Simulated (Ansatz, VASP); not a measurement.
W in VASP and in Ansatz

File INCAR:

```
ALGO = Normal
EDIFF = 1E-6
ENCUT = 500
GGA_COMPAT = False
ISIF = 2
ISMEAR = 1
LASPH = True
LCHARG = True
LELF = True
LREAL = False
LVHAR = True
LWAVE = False
NBANDS = 126
NELM = 120
PREC = Accurate
SIGMA = 0.1
```

The input KPOINTS:

```
k-points
0
Gamma
  3 3 3
```

POSCAR

```
W
1.0
    6.3684112237      0.0000000000      0.0000000000
    0.0000000000      6.3684112237      0.0000000000
    0.0000000000      0.0000000000      6.3684112237
W
16
Direct
    0.0000000000      0.0000000000      0.0000000000
    0.2500000000      0.2500000000      0.2500000000
    0.0000000000      0.0000000000      0.5000000000
    0.2500000000      0.2500000000      0.7500000000
    0.0000000000      0.5000000000      0.0000000000
    0.2500000000      0.7500000000      0.2500000000
    0.0000000000      0.5000000000      0.5000000000
    0.2500000000      0.7500000000      0.7500000000
    0.5000000000      0.0000000000      0.0000000000
    0.7500000000      0.2500000000      0.2500000000
    0.5000000000      0.0000000000      0.5000000000
    0.7500000000      0.2500000000      0.7500000000
    0.5000000000      0.5000000000      0.0000000000
    0.7500000000      0.7500000000      0.2500000000
    0.5000000000      0.5000000000      0.5000000000
    0.7500000000      0.7500000000      0.7500000000
```

Input for Ansatz:

```yaml
crystal:
  lattice:
    - [6.3684112237, 0.0, 0.0]
    - [0.0, 6.3684112237, 0.0]
    - [0.0, 0.0, 6.3684112237]
  atoms:
    - { symbol: W, position: [0.0, 0.0, 0.0] }
    - { symbol: W, position: [0.25, 0.25, 0.25] }
    - { symbol: W, position: [0.0, 0.0, 0.5] }
    - { symbol: W, position: [0.25, 0.25, 0.75] }
    - { symbol: W, position: [0.0, 0.5, 0.0] }
    - { symbol: W, position: [0.25, 0.75, 0.25] }
    - { symbol: W, position: [0.0, 0.5, 0.5] }
    - { symbol: W, position: [0.25, 0.75, 0.75] }
    - { symbol: W, position: [0.5, 0.0, 0.0] }
    - { symbol: W, position: [0.75, 0.25, 0.25] }
    - { symbol: W, position: [0.5, 0.0, 0.5] }
    - { symbol: W, position: [0.75, 0.25, 0.75] }
    - { symbol: W, position: [0.5, 0.5, 0.0] }
    - { symbol: W, position: [0.75, 0.75, 0.25] }
    - { symbol: W, position: [0.5, 0.5, 0.5] }
    - { symbol: W, position: [0.75, 0.75, 0.75] }
basis:
  ecutwfc: 420
  xc_grid: 2
hamiltonian:
  xc: lda
  pseudopotentials: { kind: paw, azcp: { folder: soft_1 } }
kpoints:
  mp_grid: { grid: [3, 3, 3] }
scf:
  occupations: { method: methfessel_paxton, width: 0.1 }
  max_iter: 120
output:
  forces: true
  stress: true
```

Alike in both runs: task single point; functional LDA; k mesh 3 × 3 × 3; occupations methfessel-paxton of order 1, width 0.1 eV; no spin polarisation.

|  | VASP | Ansatz |
| --- | --- | --- |
| version | VASP 6.6.1 | Ansatz 0.2.0 |
| potentials or method | VASP PAW LDA potentials, release 64 (W_sv), cutoff 500 eV | plane-wave PAW DFT |
| valence electrons in the cell | 224 | 224 |

|  | VASP | Ansatz | Ansatz less VASP |
| --- | --- | --- | --- |
| pressure (GPa) | -12.7 | -14.3 | -1.55 |

Ansatz warns that its potentials were made for another functional, while VASP's fit it. LDA's correlation is that of Perdew and Zunger in VASP and of Perdew and Wang (1992) in Ansatz.

Spin-orbit coupling is off throughout.
